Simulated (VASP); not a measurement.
Runs of VASP 6.6.1 on Na. The structure is that of space group P6_3/mmc (No. 194), or close to it. The cells are those of the table. This isn't the form of Na at room conditions, which is bcc.

```csv
task,level,cell,k mesh,cutoff (eV),grid for exact exchange (PRECFOCK),share of exact exchange,screening parameter,gap on the mesh (eV),pressure (GPa)
relaxation of cell and atoms,r2SCAN,"relaxed to 20 GPa from a = 3.767, b = 3.767, c = 6.154 Å, angles 90.0, 90.0, 120.0°, 2 atoms",8 × 8 × 5,600,-,-,-,none,20.0
single point,PBE0,"a = 3.767, b = 3.767, c = 6.154 Å, angles 90.0, 90.0, 120.0°, 2 atoms",5 × 5 × 3,520,Normal,0.25,-,none,-0.1
single point,PBEsol,"a = 3.767, b = 3.767, c = 6.400 Å, angles 90.0, 90.0, 120.0°, 2 atoms",8 × 8 × 5,500,-,-,-,none,(a)
single point,HSE06,"a = 3.767, b = 3.767, c = 6.154 Å, angles 90.0, 90.0, 120.0°, 2 atoms",5 × 5 × 3,520,Normal,0.25,0.2079 1/Å,none,-0.1
single point,PBEsol,"a = 3.767, b = 3.767, c = 5.908 Å, angles 90.0, 90.0, 120.0°, 2 atoms",8 × 8 × 5,500,-,-,-,none,0.0
single point,PBEsol,"a = 3.767, b = 3.767, c = 6.031 Å, angles 90.0, 90.0, 120.0°, 2 atoms",8 × 8 × 5,500,-,-,-,none,-0.1
relaxation of cell and atoms,r2SCAN,"relaxed to 10 GPa from a = 3.767, b = 3.767, c = 6.154 Å, angles 90.0, 90.0, 120.0°, 2 atoms",8 × 8 × 5,600,-,-,-,none,10.0
single point,r2SCAN0,"a = 3.767, b = 3.767, c = 6.154 Å, angles 90.0, 90.0, 120.0°, 2 atoms",5 × 5 × 3,520,Normal,0.25,-,none,0.0
single point,PBEsol,"a = 3.767, b = 3.767, c = 6.277 Å, angles 90.0, 90.0, 120.0°, 2 atoms",8 × 8 × 5,500,-,-,-,none,-0.4
relaxation of cell and atoms,r2SCAN,"relaxed to 30 GPa from a = 3.767, b = 3.767, c = 6.154 Å, angles 90.0, 90.0, 120.0°, 2 atoms",8 × 8 × 5,600,-,-,-,none,30.1
```

Alike in all rows: potentials or basis VASP PAW PBE potentials, release 64 (Na_pv); no spin polarisation; smearing fermi-dirac 0.05 eV.

Problem. Estimate the missing entries.

Solution. (a) -0.5.

Caveats: some runs use coarse meshes; the PAW data sets were made with another functional, which shifts forces and pressure a little; the cell is relaxed towards a set pressure, so the run minimises the enthalpy, not the energy (at least some runs).

A gap of «none» marks levels without a gap at the run's occupations.
